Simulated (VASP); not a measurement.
Ca3Ti:

```xyz
4
Lattice="4.5756 0.0000 0.0000 0.0000 4.5756 0.0000 0.0000 0.0000 4.5286" Properties=species:S:1:pos:R:3 pbc="T T T"
Ca    0.0000    2.2878    2.2643
Ca    2.2878    0.0000    2.2643
Ca    2.2878    2.2878    0.0000
Ti    0.0000    0.0000    0.0000
```

| Quantity | Value |
| --- | --- |
| Program | VASP 6.6.1 |
| Task | relaxation of cell and atoms |
| Functional | PBE |
| Potentials or basis | VASP PAW PBE potentials, release 64 (Ca_sv, Ti_sv) |
| Cutoff | 600 eV |
| k mesh | 4 × 4 × 4 |
| Occupations | gaussian, width 0.1 eV |
| Spin | no spin polarisation |

At the start: pressure 14.3 GPa; volume 23.70 Å³/atom.

Where does the relaxation end?

Over 4 steps the energy falls by 336.2 meV/atom and the volume is 33.49 Å³/atom (+41.3 %); space group Pm-3m (No. 221, to 0.1 Å) before and after.

Step by step:
```csv
step,energy change (eV),largest force (eV/Å),pressure (GPa),volume (Å³)
1,0.0000,0.0000,14.32,94.81
2,-1.3182,0.0000,1.39,126.94
3,-1.3331,0.0000,-0.76,138.28
4,-1.3448,0.0000,-0.07,133.97
```

Final structure:
```xyz
4
Lattice="5.1341 0.0000 0.0000 0.0000 5.1341 0.0000 0.0000 0.0000 5.0828" Properties=species:S:1:pos:R:3 pbc="T T T"
Ca    0.0000    2.5670    2.5414
Ca    2.5670    0.0000    2.5414
Ca    2.5670    2.5670    0.0000
Ti    0.0000    0.0000    0.0000
```

Caveat: the volume moved by over 15 % at a fixed basis, so the end points are rough.
